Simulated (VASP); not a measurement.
# BN (Fmm2) in VASP: further runs

Runs on BN. Level: PBE+D3(BJ). Tasks: single point.

All numbers are computed with VASP 6.6.1; they aren't measurements. Logs are shortened: lines on timing, memory, paths and dates and some standing lists are left out, and cuts for length are marked.

## (1) The cell of the first run

It takes space group Fmm2 (No. 42, orthorhombic). Conventional cell: a = 2.407 Å, b = 6.946 Å, c = 4.338 Å, α = 90.00°, β = 90.00°, γ = 90.00°. Within 1.9 Å of B (site symmetry mm2) lie 3 N at 1.40 to 1.45 Å. N (site symmetry mm2) has 3 B at 1.40 to 1.45 Å within 1.9 Å.

## (2) Single point, PBE+D3(BJ) (strain -0.0400 x Voigt [1, -1, 0, 0, 0, 0])

Contents of INCAR:

```
SYSTEM = BN
  PREC = Accurate
  ENCUT = 520
  EDIFF = 1E-6
  ISMEAR = 0
  SIGMA = 0.05
  LREAL = .False.
  LASPH = .True.
  NELM = 60
  ALGO = Normal
  ISIF = 2
  LWAVE = .False.
  LCHARG = .False.
  GGA = PE
  IVDW = 12
  NBANDS = 11
```

Contents of KPOINTS:

```
regular mesh
0
Gamma
  12 12 12
  0 0 0
```

Contents of POSCAR:

```
BN
1.0
    0.0000000000      3.4730614771      2.1688319106
    1.2036887688      0.0000000000      2.1688319106
    1.2036887688      3.4730614771      0.0000000000
B N
1 1
Direct
    0.0001068737      0.0001068737      0.9998931263
    0.6665931163      0.6665931163      0.3334068837
```

Potentials or basis: VASP PAW PBE potentials, release 64 (B, N).

Command:

```console
cat potpaw_PBE.64/B/POTCAR potpaw_PBE.64/N/POTCAR > POTCAR
mpirun -np 1 vasp_std > vasp.out
```

OUTCAR:

```text
SYSTEM = BN
   PREC = Accurate
   ENCUT = 520
   EDIFF = 1E-6
   ISMEAR = 0
   LREAL = .False.
   LASPH = .True.
   NELM = 60
   ISIF = 2
   GGA = PE
   IVDW = 12
 IVDW          = 12

 ion  position               nearest neighbor table
   1  0.000  0.000  1.000-   2 1.40   2 1.40   2 1.45
   2  0.667  0.667  0.333-   1 1.40   1 1.40   1 1.45

  LATTYP: Found a face centered orthorhombic cell.
 ALAT       =     2.4073775376
 B/A-ratio  =     1.8018211741
 C/A-ratio  =     2.8853484116

  Lattice vectors:

 A1 = (   0.0000000000,   3.4730614771,   2.1688319106)
 A2 = (  -1.2036887688,   3.4730614771,   0.0000000000)
 A3 = (  -1.2036887688,   0.0000000000,   2.1688319106)

Analysis of symmetry for initial positions (statically):
=====================================================================
 Subroutine PRICEL returns:
 Original cell was already a primitive cell.

 Routine SETGRP: Setting up the symmetry group for a
 face centered orthorhombic supercell.

 Subroutine GETGRP returns: Found  4 space group operations
 (whereof  4 operations were pure point group operations)
 out of a pool of  8 trial point group operations.

The static configuration has the point symmetry C_2v.

Analysis of symmetry for dynamics (positions and initial velocities):
=====================================================================
 Subroutine PRICEL returns:
 Original cell was already a primitive cell.

 Routine SETGRP: Setting up the symmetry group for a
 face centered orthorhombic supercell.

 Subroutine GETGRP returns: Found  4 space group operations
 (whereof  4 operations were pure point group operations)
 out of a pool of  8 trial point group operations.

The dynamic configuration has the point symmetry C_2v.

 Subroutine INISYM returns: Found  4 space group operations
 (whereof  4 operations are pure point group operations),
 and found     1 'primitive' translations

----------------------------------------------------------------------------------------

                                     Primitive cell

  volume of cell :      18.1335

  direct lattice vectors                    reciprocal lattice vectors
     0.000000000  3.473061477  2.168831911    -0.415389769  0.143965203  0.230538843
     1.203688769  0.000000000  2.168831911     0.415389769 -0.143965203  0.230538843
     1.203688769  3.473061477  0.000000000     0.415389769  0.143965203 -0.230538843

  length of vectors
     4.094629151  2.480463366  3.675734304     0.496409910  0.496409910  0.496409910

  position of ions in fractional coordinates (direct lattice)
     0.000106874  0.000106874  0.999893126
[... 89 lines left out ...]
   NELECT =       8.0000    total number of electrons
   NUPDOWN=      -1.0000    fix difference up-down
   EMIN   =  10.00;   EMAX   =-10.00  energy-range for DOS
   EFERMI =   0.00;   METHOD = LEGACY
   ISMEAR =     0;   SIGMA  =   0.05  broadening in eV -4-tet -1-fermi 0-gaus
   EFERMI_NEDOS =   21; number of points for ismear=-14 and -15
   IALGO  =     38    algorithm
   IMIX   =      4    mixing-type and parameters
     AMIX     =   0.40;   BMIX     =  1.00
     AMIX_MAG =   1.60;   BMIX_MAG =  1.00
  volume/ion in A,a.u.               =       9.07        61.19
  Fermi-wavevector in a.u.,A,eV,Ry     =   1.246266  2.355101 21.132272  1.553178
  Thomas-Fermi vector in A             =   2.380451
   LORBIT       =      0    0 simple, 1 ext, 2 COOP (PROOUT), +10 PAW based schemes
   GGA     = PE    functional components
   LHFCALC =     F    Hartree Fock is set to
   AEXX    =    0.0000 exact exchange contribution
   IVDW    =    12    specifies the selected vdW correction
   LEPSILON=     F    determine dielectric tensor
   LRPA    =     F    only Hartree local field effects (RPA)
 non-spin polarized calculation
 Gauss-broadening in eV      SIGMA  =   0.05
  energy-cutoff  :      520.00
  volume of cell :       18.13
 maximum number of plane-waves:       500
   NGX = 15   NGY =  9   NGZ = 13

 number of electron       8.0000000 magnetization

 Free energy of the ion-electron system (eV)
  ---------------------------------------------------
  ext. energy  EPLUGINS =         0.00000000
  ---------------------------------------------------
  free energy    TOTEN  =       -17.48435255 eV

  energy without entropy =      -17.48435255  energy(sigma->0) =      -17.48435255

 E-fermi :   2.5464     XC(G=0):  -9.8918

 val. band max:        2.3163095112   @ k =   0.5000  -0.3333   0.1667
 cond. band min:       6.0713175663   @ k =   0.0000   0.5000   0.5000
 fundamental gap:      3.7550080551
 Fermi energy:         2.5464002179

 k-point     1 :       0.0000    0.0000    0.0000
  band No.  band energies     occupation
      1     -15.9462      2.00000
      2      -2.5030      2.00000
      3       0.8050      2.00000
      4       1.0475      2.00000
      5       7.1266      0.00000
      6      13.6263      0.00000
      7      14.8022      0.00000
      8      15.9294      0.00000
      9      17.9568      0.00000
     10      28.7569      0.00000
     11      29.7005      0.00000
[... 309 lines left out ...]
 k-point    24 :      -0.4167    0.1667    0.0000
  band No.  band energies     occupation
      1     -12.2474      2.00000
      2      -6.5902      2.00000
      3      -3.5475      2.00000
      4       1.7025      2.00000
      5       7.1473      0.00000
      6      14.0136      0.00000
      7      15.9383      0.00000
      8      17.7064      0.00000
      9      21.2710      0.00000
     10      23.3191      0.00000
     11      25.9073      0.00000

 [... further k-points ...]

------------------------ aborting loop because EDIFF is reached ----------------------------------------

 Edisp (eV)   -0.27782

 E8    (eV) :    -0.0809

  FORCE on cell =-STRESS in cart. coord.  units (eV):
  Direction    XX          YY          ZZ          XY          YZ          ZX
  --------------------------------------------------------------------------------------
  -------------------------------------------------------------------------------------
  Total       4.52152    -0.13019     0.88558     0.00000     0.00000     0.00000
  in kB     399.49615   -11.50319    78.24528     0.00000     0.00000     0.00000
  external pressure =      155.41 kB  Pullay stress =        0.00 kB

 VOLUME and BASIS-vectors are now :
 -----------------------------------------------------------------------------
  energy-cutoff  :      520.00
  volume of cell :       18.13
      direct lattice vectors                 reciprocal lattice vectors
     0.000000000  3.473061477  2.168831911    -0.415389769  0.143965203  0.230538843
     1.203688769  0.000000000  2.168831911     0.415389769 -0.143965203  0.230538843
     1.203688769  3.473061477  0.000000000     0.415389769  0.143965203 -0.230538843

 POSITION                                       TOTAL-FORCE (eV/Angst)
 -----------------------------------------------------------------------------------
      1.20369      3.47306      0.00046         0.000000      0.000000     -0.661113
      1.20369      3.47306      2.89146         0.000000      0.000000      0.661113
 -----------------------------------------------------------------------------------
    total drift:                               -0.000006     -0.000014      0.000049

  FREE ENERGIE OF THE ION-ELECTRON SYSTEM (eV)
  ---------------------------------------------------
  free  energy   TOTEN  =       -17.7621679814 eV

  energy  without entropy=      -17.7621679814  energy(sigma->0) =      -17.76216798
```

OSZICAR:

```text
N       E                     dE             d eps       ncg     rms          rms(c)
DAV:   1     0.140906506076E+02    0.14091E+02   -0.46650E+03  6256   0.687E+02
DAV:   2    -0.187471637264E+02   -0.32838E+02   -0.31623E+02  7417   0.164E+02
DAV:   3    -0.195217605203E+02   -0.77460E+00   -0.77345E+00  7563   0.232E+01
DAV:   4    -0.195241541684E+02   -0.23936E-02   -0.23936E-02  6754   0.142E+00
DAV:   5    -0.195241653431E+02   -0.11175E-04   -0.11175E-04  7458   0.856E-02    0.839E+00
DAV:   6    -0.177264933716E+02    0.17977E+01   -0.53238E+00  6944   0.131E+01    0.386E+00
DAV:   7    -0.175274328687E+02    0.19906E+00   -0.32217E-01  7129   0.410E+00    0.232E+00
DAV:   8    -0.174832232730E+02    0.44210E-01   -0.13303E-01  7237   0.225E+00    0.289E-01
DAV:   9    -0.174838084744E+02   -0.58520E-03   -0.30451E-03  6772   0.460E-01    0.153E-01
DAV:  10    -0.174843163549E+02   -0.50788E-03   -0.61025E-04  6857   0.179E-01    0.282E-02
DAV:  11    -0.174843482636E+02   -0.31909E-04   -0.44523E-05  7258   0.479E-02    0.227E-02
DAV:  12    -0.174843521871E+02   -0.39235E-05   -0.99039E-06  6721   0.211E-02    0.152E-03
DAV:  13    -0.174843525510E+02   -0.36392E-06   -0.34682E-07  7083   0.546E-03
   1 F= -.17762168E+02 E0= -.17762168E+02  d E =-.221254E-13
```

stdout:

```text
POSCAR found type information on POSCAR B N
 POSCAR found :  2 types and       2 ions
 scaLAPACK will be used
 LDA part: xc-table for (Slater+PW92), standard interpolation
 POSCAR, INCAR and KPOINTS ok, starting setup
 FFT: planning ... GRIDC
 FFT: planning ... GRID_SOFT
 FFT: planning ... GRID
 WAVECAR not read
 entering main loop
```

Wall time 61 s (1 thread of Intel Xeon Platinum 8259CL at 2.50GHz (Skylake/Cascade Lake), shared host); peak memory 0.19 GiB.

Results:

```yaml
Free_energy: -17.7622 eV
Pressure: 15.5 GPa
Largest_force: 0.661 eV/Å
Band_gap_on_the_k_mesh: 3.75 eV (least direct gap 4.74 eV)
Dispersion_energy_per_atom: -0.139 eV
```

Forces on the atoms (eV/Å):
```
B    0.000  0.000 -0.661
N    0.000  0.000  0.661
```

Stress tensor (GPa, compression positive):
```
39.95  0.00  0.00
 0.00 -1.15  0.00
 0.00  0.00  7.82
```

Caveat: the cell differs from its parent crystal (strain -0.0400 x Voigt [1, -1, 0, 0, 0, 0]); the cell stands under pressure. A k mesh can miss the band edges.

## (3) Single point, PBE+D3(BJ) (strain +0.0300 x Voigt [1, -1, 0, 0, 0, 0])

Contents of INCAR:

```
PREC = Accurate
ENCUT = 520
EDIFF = 1E-6
ISMEAR = 0
SIGMA = 0.05
LREAL = F
LASPH = T
NELM = 60
ALGO = Normal
ISIF = 2
LWAVE = F
LCHARG = F
GGA = PE
IVDW = 12
NBANDS = 11
```

Contents of KPOINTS:

```
Automatic mesh
0
Gamma
  12 12 12
```

Contents of POSCAR:

```
BN
1.0
    0.0000000000      3.2392977238      2.1688319106
    1.2914577415      0.0000000000      2.1688319106
    1.2914577415      3.2392977238      0.0000000000
B N
1 1
Direct
    0.0001068737      0.0001068737      0.9998931263
    0.6665931163      0.6665931163      0.3334068837
```

Potentials or basis: VASP PAW PBE potentials, release 64 (B, N).

Command:

```console
cat potpaw_PBE.64/B/POTCAR potpaw_PBE.64/N/POTCAR > POTCAR
mpirun -np 1 vasp_std > vasp.out
```

OUTCAR:

```text
PREC = Accurate
   ENCUT = 520
   EDIFF = 1E-6
   ISMEAR = 0
   LREAL = F
   LASPH = T
   NELM = 60
   ISIF = 2
   GGA = PE
   IVDW = 12
 IVDW          = 12

 ion  position               nearest neighbor table
   1  0.000  0.000  1.000-   2 1.45   2 1.48   2 1.48
   2  0.667  0.667  0.333-   1 1.45   1 1.48   1 1.48

  LATTYP: Found a face centered orthorhombic cell.
 ALAT       =     2.5829154830
 B/A-ratio  =     1.6793673079
 C/A-ratio  =     2.5082491046

  Lattice vectors:
[... 524 lines left out ...]

------------------------ aborting loop because EDIFF is reached ----------------------------------------

 Edisp (eV)   -0.28207

 E8    (eV) :    -0.0829

  FORCE on cell =-STRESS in cart. coord.  units (eV):
  Direction    XX          YY          ZZ          XY          YZ          ZX
  --------------------------------------------------------------------------------------
  -------------------------------------------------------------------------------------
  Total      -2.85052     0.09286    -0.52945     0.00000     0.00000     0.00000
  in kB    -251.67921     8.19847   -46.74620     0.00000     0.00000     0.00000
  external pressure =      -96.74 kB  Pullay stress =        0.00 kB

 VOLUME and BASIS-vectors are now :
 -----------------------------------------------------------------------------
  energy-cutoff  :      520.00
  volume of cell :       18.15
      direct lattice vectors                 reciprocal lattice vectors
     0.000000000  3.239297724  2.168831911    -0.387159397  0.154354444  0.230538843
     1.291457741  0.000000000  2.168831911     0.387159397 -0.154354444  0.230538843
     1.291457741  3.239297724  0.000000000     0.387159397  0.154354444 -0.230538843

 POSITION                                       TOTAL-FORCE (eV/Angst)
 -----------------------------------------------------------------------------------
      1.29146      3.23930      0.00046         0.000000      0.000000      0.296262
      1.29146      3.23930      2.89146         0.000000      0.000000     -0.296262
 -----------------------------------------------------------------------------------
    total drift:                                0.000004     -0.000000     -0.000014

  FREE ENERGIE OF THE ION-ELECTRON SYSTEM (eV)
  ---------------------------------------------------
  free  energy   TOTEN  =       -17.8118838161 eV

  energy  without entropy=      -17.8118838161  energy(sigma->0) =      -17.81188382
```

Wall time 66 s (1 thread of Intel Xeon Platinum 8259CL at 2.50GHz (Skylake/Cascade Lake), shared host); peak memory 0.19 GiB.

What came out:

- Free energy: -17.8119 eV
- Pressure: -9.7 GPa
- Largest force: 0.296 eV/Å
- Band gap on the k mesh: 3.40 eV (least direct gap 4.38 eV)
- Dispersion energy per atom: -0.141 eV

Forces on the atoms (eV/Å):
```
B    0.000  0.000  0.296
N    0.000  0.000 -0.296
```

Stress tensor (GPa, compression positive):
```
-25.17   0.00   0.00
  0.00   0.82   0.00
  0.00   0.00  -4.67
```

Levels at points of the mesh, in eV from the valence-band top:
```
           k point  band 1  band 2  band 3  band 4  band 5  band 6  band 7  band 8
(0.00, 0.00, 0.00)  -17.81   -3.95   -1.65   -1.56    5.11   10.77   11.20   12.38
(0.50, 0.00, 0.00)  -14.75   -8.98   -4.14   -1.20    4.32    9.51   13.30   16.17
(0.50, 0.50, 0.00)  -14.65   -9.04   -4.53   -0.20    5.90    8.41   12.27   14.08
(0.50, 0.00, 0.50)  -17.46   -6.35   -1.71   -1.55   10.05   10.56   10.63   12.10
(0.00, 0.50, 0.50)  -14.45   -8.70   -4.62   -1.63    3.40    8.56   14.54   18.85
```

Caveat: the cell differs from its parent crystal (strain +0.0300 x Voigt [1, -1, 0, 0, 0, 0]); the cell stands under tension. A k mesh can miss the band edges.

## (4) Single point, PBE+D3(BJ) (strain -0.0200 x Voigt [1, -1, 0, 0, 0, 0])

Contents of INCAR:

```
SYSTEM = BN
ALGO     = Normal         ! electronic algorithm
EDIFF    = 1E-6           ! SCF threshold, eV
ENCUT    = 520            ! plane-wave cutoff, eV
GGA      = PE             ! functional
ISIF     = 2              ! what is computed and relaxed
ISMEAR   = 0              ! smearing method
IVDW     = 12             ! dispersion correction
LASPH    = .TRUE.         ! aspherical terms in the spheres
LCHARG   = .FALSE.        ! write CHGCAR
LREAL    = .FALSE.        ! projectors in reciprocal space
LWAVE    = .FALSE.        ! write WAVECAR
NBANDS   = 11             ! bands
NELM     = 80             ! most SCF steps
PREC     = Accurate       ! precision mode
SIGMA    = 0.05           ! smearing width, eV
```

Contents of KPOINTS:

```
k-points
0
G
  12 12 12
  0 0 0
```

Contents of POSCAR:

```
BN
1.0
    0.0000000000      3.4062718333      2.1688319106
    1.2287656182      0.0000000000      2.1688319106
    1.2287656182      3.4062718333      0.0000000000
B N
1 1
Direct
    0.0001068737      0.0001068737      0.9998931263
    0.6665931163      0.6665931163      0.3334068837
```

Command:

```console
cat potpaw_PBE.64/B/POTCAR potpaw_PBE.64/N/POTCAR > POTCAR
mpirun -np 1 vasp_std > vasp.out
```

Run time: 66 s. Hardware: 1 thread of Intel Xeon Platinum 8259CL at 2.50GHz (Skylake/Cascade Lake), shared host; peak memory 0.19 GiB.

Results (log left out):

```
Free energy                : -17.8329 eV
Pressure                   : 7.4 GPa
Largest force              : 0.288 eV/Å
Band gap on the k mesh     : 3.70 eV (least direct gap 4.63 eV)
Dispersion energy per atom : -0.139 eV
```

Forces in eV/Å, atoms in the order of the input:
```
B    0.000  0.000 -0.288
N    0.000  0.000  0.288
```

Stress tensor (GPa, compression positive):
```
19.14  0.00  0.00
 0.00 -0.70  0.00
 0.00  0.00  3.79
```

Levels at points of the mesh, in eV from the valence-band top:
```tsv
k point	band 2	band 3	band 4	band 5	band 6	band 7
(0.00, 0.00, 0.00)	-4.54	-1.47	-1.37	4.94	11.40	11.99
(0.50, 0.00, 0.00)	-9.11	-4.39	-1.01	4.65	9.87	13.58
(0.50, 0.50, 0.00)	-9.29	-4.09	-0.63	5.91	9.87	12.30
(0.50, 0.00, 0.50)	-6.38	-1.46	-1.40	9.90	11.41	11.86
(0.00, 0.50, 0.50)	-9.06	-4.13	-1.72	3.70	10.55	14.86
```

Caveat: the cell differs from its parent crystal (strain -0.0200 x Voigt [1, -1, 0, 0, 0, 0]); the cell stands under pressure. A k mesh can miss the band edges.

## (5) Single point, PBE+D3(BJ) (strain +0.0100 x Voigt [1, -1, 0, 0, 0, 0])

Contents of INCAR:

```
PREC = Accurate
ENCUT = 520
EDIFF = 1E-6
ISMEAR = 0
SIGMA = 0.05
LREAL = False
LASPH = True
NELM = 100
ALGO = Normal
ISIF = 2
LWAVE = False
LCHARG = True
GGA = PE
IVDW = 12
LELF = True
LVHAR = True
NBANDS = 11
```

Contents of KPOINTS:

```
regular mesh
0
Gamma
  12 12 12
```

Contents of POSCAR:

```
BN
1.0
    0.0000000000      3.3060873676      2.1688319106
    1.2663808922      0.0000000000      2.1688319106
    1.2663808922      3.3060873676      0.0000000000
B N
1 1
Direct
    0.0001068737      0.0001068737      0.9998931263
    0.6665931163      0.6665931163      0.3334068837
```

Command:

```console
cat potpaw_PBE.64/B/POTCAR potpaw_PBE.64/N/POTCAR > POTCAR
mpirun -np 1 vasp_std > vasp.out
```

Run time: 64 s. Hardware: 1 thread of Intel Xeon Platinum 8259CL at 2.50GHz (Skylake/Cascade Lake), shared host; peak memory 0.19 GiB.

The run converged. Its results:

```
Free energy                : -17.8508 eV
Pressure                   : -3.3 GPa
Largest force              : 0.116 eV/Å
Band gap on the k mesh     : 3.58 eV (least direct gap 4.48 eV)
Dispersion energy per atom : -0.140 eV
```

Forces on the atoms (eV/Å):
```
B    0.000  0.000  0.116
N    0.000  0.000 -0.116
```

Stress tensor (GPa, compression positive):
```
-8.66  0.00  0.00
 0.00  0.15  0.00
 0.00  0.00 -1.51
```

Levels at points of the mesh, in eV from the valence-band top:
```csv
k point,band 1,band 2,band 3,band 4,band 5,band 6,band 7,band 8,band 9
"(0.00, 0.00, 0.00)",-17.86,-4.13,-1.50,-1.46,5.11,11.29,11.39,12.81,14.32
"(0.50, 0.00, 0.00)",-14.70,-8.98,-4.18,-1.08,4.50,9.70,13.46,16.15,20.12
"(0.50, 0.50, 0.00)",-14.70,-9.08,-4.32,-0.31,5.97,9.06,12.32,14.01,19.54
"(0.50, 0.00, 0.50)",-17.55,-6.30,-1.54,-1.45,10.07,11.12,11.28,12.06,16.32
"(0.00, 0.50, 0.50)",-14.54,-8.79,-4.39,-1.60,3.58,9.38,14.73,18.90,20.61
```

Caveat: the cell differs from its parent crystal (strain +0.0100 x Voigt [1, -1, 0, 0, 0, 0]); the cell stands under tension.

## (6) Summary

```tsv
cell	gap on the mesh (eV)	pressure (GPa)	largest force (eV/Å)
a = 4.095, b = 2.480, c = 3.676 Å, angles 80.9, 36.7, 62.4°, 2 atoms	3.75	15.5	0.66
a = 3.898, b = 2.524, c = 3.487 Å, angles 79.1, 39.5, 61.4°, 2 atoms	3.40	-9.7	0.30
a = 4.038, b = 2.493, c = 3.621 Å, angles 80.4, 37.5, 62.1°, 2 atoms	3.70	7.4	0.29
a = 3.954, b = 2.511, c = 3.540 Å, angles 79.6, 38.7, 61.7°, 2 atoms	3.58	-3.3	0.12
```

Alike in all rows: task single point; level PBE+D3(BJ); potentials or basis VASP PAW PBE potentials, release 64 (B, N); no spin polarisation; k mesh 12 × 12 × 12; cutoff (eV) 520; smearing gaussian 0.05 eV.

Caveats: the cell stands under pressure (at least some runs); the cell stands under tension (at least some runs).

Total energies depend on the potentials used, so only differences within one code and one set of settings carry meaning.
